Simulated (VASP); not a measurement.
As, 2 atoms in the cell. Symmetry: P6/mmm, No. 191, hexagonal system. Conventional cell: a = 4.566 Å, b = 4.566 Å, c = 2.834 Å, α = 90.00°, β = 90.00°, γ = 120.00°. As (site symmetry -6m2) has 5 As at 2.64 to 2.83 Å within 3.5 Å. 

| Item | Value |
| --- | --- |
| Program | VASP 6.6.1 |
| Task | single point |
| Functional | PBE-based screened hybrid |
| Potentials or basis | VASP PAW PBE potentials, release 64 (As) |
| Cutoff | 520 eV |
| k mesh | 4 × 4 × 5 |
| Occupations | fermi-dirac, width 0.05 eV |
| Spin | no spin polarisation |
| Dipole correction | no |
| Grid for exact exchange (PRECFOCK) | Normal |
| Share of exact exchange | 0.3 |
| Further INCAR settings | ALGO = Normal; EDIFF = 1e-06; NBANDS = 12 |
| Screening parameter | 0.2 1/Å |

Potentials or basis: VASP PAW PBE potentials, release 64 (As).

The run is started by

```console
$ cat potpaw_PBE.64/As/POTCAR > POTCAR
$ cp INCAR.step1 INCAR
$ mpirun -np 1 vasp_std > vasp.out
$ cp INCAR.step2 INCAR
$ mpirun -np 1 vasp_std > vasp.out
```

Hardware: 1 thread of Intel(R) Xeon(R) Platinum 8259CL CPU @ 2.50GHz (Skylake/Cascade Lake) (shared host).

Task: Estimate the wall time of this run.

Result: Run time: 14 min on 1 thread of Intel(R) Xeon(R) Platinum 8259CL CPU @ 2.50GHz (Skylake/Cascade Lake), on a shared host, peak memory 0.28 GiB. Counts: k points 21.
